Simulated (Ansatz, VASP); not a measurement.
# Two plane-wave programs on BN

```xyz
8
Lattice="4.3982 0.0000 0.0000 0.0000 4.3982 0.0000 0.0000 0.0000 2.2335" Properties=species:S:1:pos:R:3 pbc="T T T"
B     0.7659    3.6323    1.1167
B     1.4332    1.4332    0.0000
B     2.9650    2.9650    0.0000
B     3.6323    0.7659    1.1167
N     3.5731    3.5731    1.1167
N     1.3740    3.0243    0.0000
N     3.0243    1.3740    0.0000
N     0.8251    0.8251    1.1167
```

Alike in both runs: task single point; functional PBEsol; k mesh 6 × 6 × 10; occupations gaussian, width 0.05 eV; no spin polarisation.

|  | VASP | Ansatz |
| --- | --- | --- |
| version | VASP 6.6.1 | Ansatz 0.2.0 |
| potentials or method | VASP PAW PBE potentials, release 64 (B, N), cutoff 520 eV | scalar-relativistic, plane waves, PAW |
| valence electrons in the cell | 32 | 32 |

```tsv
	VASP	Ansatz	Ansatz less VASP
gap on the k mesh at the Fermi level (eV)	3.82	3.84	+0.019
least direct gap on the mesh (eV)	5.59	5.60	+0.010
rms of the force components (eV/Å)	0.985	0.963	-0.0220
```

VASP's potentials were made for PBE, not for PBEsol, and Ansatz warns of the same on its side. Atom by atom the forces differ by 0.023 eV/Å (rms over components).
